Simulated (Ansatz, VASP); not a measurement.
**ReS: VASP beside Ansatz**

POSCAR

```
ReS
1.0
    0.0000000000      2.6183291373      2.6183291373
    2.6183291373      0.0000000000      2.6183291373
    2.6183291373      2.6183291373      0.0000000000
Re S
1 1
Direct
    0.0000000000      0.0000000000      0.0000000000
    0.2500000000      0.2500000000      0.2500000000
```

The input INCAR.step1:

```
SYSTEM = ReS
PREC     = Accurate       ! precision mode
ENCUT    = 520            ! plane-wave cutoff, eV
ISMEAR   = 0              ! smearing method
SIGMA    = 0.05           ! smearing width, eV
LREAL    = .FALSE.        ! projectors in reciprocal space
LASPH    = .TRUE.         ! aspherical terms in the spheres
NELM     = 150            ! most SCF steps
ISPIN    = 2              ! spin polarisation
MAGMOM   = 2 0            ! initial moments
LMAXMIX  = 4              ! l up to which the mixer works
NBANDS   = 18             ! bands
GGA      = PE             ! functional
ALGO     = Normal         ! electronic algorithm
EDIFF    = 1E-4           ! SCF threshold, eV
LWAVE    = .TRUE.         ! write WAVECAR
LCHARG   = .FALSE.        ! write CHGCAR
```

INCAR.step2

```
SYSTEM = ReS
PREC     = Accurate       ! precision mode
ENCUT    = 520            ! plane-wave cutoff, eV
EDIFF    = 1E-7           ! SCF threshold, eV
ISMEAR   = 0              ! smearing method
SIGMA    = 0.05           ! smearing width, eV
LREAL    = .FALSE.        ! projectors in reciprocal space
LASPH    = .TRUE.         ! aspherical terms in the spheres
NELM     = 150            ! most SCF steps
ALGO     = Normal         ! electronic algorithm
ISIF     = 2              ! what is computed and relaxed
LWAVE    = .FALSE.        ! write WAVECAR
LCHARG   = .FALSE.        ! write CHGCAR
ISPIN    = 2              ! spin polarisation
MAGMOM   = 2 0            ! initial moments
LORBIT   = 11             ! projections on sites
LMAXMIX  = 4              ! l up to which the mixer works
METAGGA  = R2SCAN         ! meta-GGA
LMIXTAU  = .TRUE.       
NBANDS   = 18             ! bands
ISTART   = 1
```

The input KPOINTS:

```
Automatic mesh
0
G
  12 12 12
  0 0 0
```

Input for Ansatz:

```yaml
crystal:
  lattice:
    - [0.0, 2.6183291373, 2.6183291373]
    - [2.6183291373, 0.0, 2.6183291373]
    - [2.6183291373, 2.6183291373, 0.0]
  atoms:
    - { symbol: Re, position: [0.0, 0.0, 0.0], spin: 2.0 }
    - { symbol: S, position: [0.25, 0.25, 0.25] }
basis:
  ecutwfc: 500
  ecutrho_ratio: 4
kpoints:
  mp_grid: { grid: [12, 12, 12] }
hamiltonian:
  xc: r2scan
scf:
  occupations: { method: gaussian, width: 0.05 }
output:
  forces: true
  stress: true
  eigenvalues: true
  populations: true
  write_density: true
  write_potential: true
  elf: true
  volumetric_format: npy
magnetization:
  spin_polarized: true
```

Alike in both runs: task single point; functional r2SCAN; k mesh 12 × 12 × 12; occupations gaussian, width 0.05 eV; collinear spin.

```csv
,VASP,Ansatz
version,VASP 6.6.1,Ansatz 0.2.0
potentials or method,"VASP PAW PBE potentials, release 64 (Re, S), cutoff 520 eV","scalar-relativistic, plane waves, PAW"
valence electrons in the cell,13,21
```

|  | VASP | Ansatz | Ansatz less VASP |
| --- | --- | --- | --- |
| gap on the k mesh at the Fermi level (eV) | none | none | - |
| pressure (GPa) | -1.3 | -2.8 | -1.52 |
| net moment per atom (μB) | 0.11 | 0.11 | -0.001 |
| size of the moment on the site where the two differ most (μB) | 0.20 | 0.12 | -0.082 |

VASP's potentials were made for PBE, not for r2SCAN. Site moments also hang on the region over which each program counts them. A gap of «none» marks a metal or a gap that the smearing closes. VASP's potentials hold 13 valence electrons a cell and Ansatz's 21, so a difference there can come from the potentials and not from the codes. Ansatz's warnings: stability check not made.

Neither program's run includes spin-orbit coupling.
